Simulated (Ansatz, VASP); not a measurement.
## Two plane-wave programs on MnO

POSCAR

```
MnO
1.0
    0.0000000000      2.2220003300      2.2220003300
    2.2220003300      0.0000000000      2.2220003300
    2.2220003300      2.2220003300      0.0000000000
Mn O
1 1
Direct
    0.0000000000      0.0000000000      0.0000000000
    0.5000000000      0.5000000000      0.5000000000
```

The input INCAR.step1:

```
PREC     = Accurate       # precision mode
ENCUT    = 660            # plane-wave cutoff, eV
ISMEAR   = 0              # smearing method
SIGMA    = 0.05           # smearing width, eV
LREAL    = False          # projectors in reciprocal space
LASPH    = True           # aspherical terms in the spheres
NELM     = 200            # most SCF steps
ISPIN    = 2              # spin polarisation
MAGMOM   = 5 0            # initial moments
LMAXMIX  = 4              # l up to which the mixer works
LDAU     = True           # DFT+U
LDAUTYPE = 1            
LDAUL    = 2 -1           # shell
LDAUU    = 2 0            # U, eV
LDAUJ    = 0.9 0        
NBANDS   = 20             # bands
GGA      = PE             # functional
ALGO     = Normal         # electronic algorithm
EDIFF    = 1E-5           # SCF threshold, eV
LWAVE    = True           # write WAVECAR
LCHARG   = False          # write CHGCAR
GGA_COMPAT= False
```

INCAR.step2

```
PREC     = Accurate       # precision mode
ENCUT    = 660            # plane-wave cutoff, eV
EDIFF    = 1E-6           # SCF threshold, eV
ISMEAR   = 0              # smearing method
SIGMA    = 0.05           # smearing width, eV
LREAL    = False          # projectors in reciprocal space
LASPH    = True           # aspherical terms in the spheres
NELM     = 200            # most SCF steps
ALGO     = Normal         # electronic algorithm
ISIF     = 2              # what is computed and relaxed
LWAVE    = False          # write WAVECAR
LCHARG   = False          # write CHGCAR
ISPIN    = 2              # spin polarisation
MAGMOM   = 5 0            # initial moments
LORBIT   = 11             # projections on sites
LMAXMIX  = 4              # l up to which the mixer works
LDAU     = True           # DFT+U
LDAUTYPE = 1            
LDAUL    = 2 -1           # shell
LDAUU    = 2 0            # U, eV
LDAUJ    = 0.9 0        
LDAUPRINT= 1            
METAGGA  = R2SCAN         # meta-GGA
LMIXTAU  = True         
NBANDS   = 20             # bands
ISTART   = 1            
GGA_COMPAT= False
```

KPOINTS

```
regular mesh
0
Gamma
  7 7 7
```

Input for Ansatz:

```yaml
crystal:
  lattice:
    - [0.0, 2.22200033, 2.22200033]
    - [2.22200033, 0.0, 2.22200033]
    - [2.22200033, 2.22200033, 0.0]
  atoms:
    - { symbol: Mn, position: [0.0, 0.0, 0.0], spin: 5.0 }
    - { symbol: O, position: [0.5, 0.5, 0.5] }
basis:
  ecutwfc: 500
  ecutrho_ratio: 4
kpoints:
  mp_grid: { grid: [7, 7, 7] }
hamiltonian:
  xc: r2scan
  hubbard: { sites: [{ site: 0, l: d, u: 2.0, j: 0.9 }] }
scf:
  occupations: { method: gaussian, width: 0.05 }
output:
  forces: true
  stress: true
  eigenvalues: true
  populations: true
  hubbard: { sites: [{ site: 0, l: d }] }
  write_density: true
  write_potential: true
  elf: true
  volumetric_format: npy
magnetization:
  spin_polarized: true
```

Alike in both runs: task single point; functional r2SCAN; k mesh 7 × 7 × 7; occupations gaussian, width 0.05 eV; collinear spin; Hubbard terms Mn d U = 2.0 eV, J = 0.9 eV.

|  | VASP | Ansatz |
| --- | --- | --- |
| version | VASP 6.6.1 | Ansatz 0.2.0 |
| potentials or method | VASP PAW PBE potentials, release 64 (Mn_pv, O), cutoff 660 eV | scalar-relativistic, plane waves, PAW |
| valence electrons in the cell | 19 | 21 |

|  | VASP | Ansatz | Ansatz less VASP |
| --- | --- | --- | --- |
| gap on the k mesh at the Fermi level (eV) | 0.30 | 0.28 | -0.020 |
| least direct gap on the mesh (eV) | 3.05 | 3.12 | +0.065 |
| pressure (GPa) | 1.3 | 1.9 | +0.64 |
| net moment per atom (μB) | 2.50 | 2.50 | 0.000 |
| size of the moment on the site where the two differ most (μB) | 4.58 | 4.29 | -0.294 |

VASP's potentials were made for PBE, not for r2SCAN. Site moments also hang on the region over which each program counts them. The programs project onto different local orbitals, so the same U acts differently, and such runs can settle in different states. VASP's potentials hold 19 valence electrons a cell and Ansatz's 21, so a difference there can come from the potentials and not from the codes. Ansatz's warnings: stability check not made.
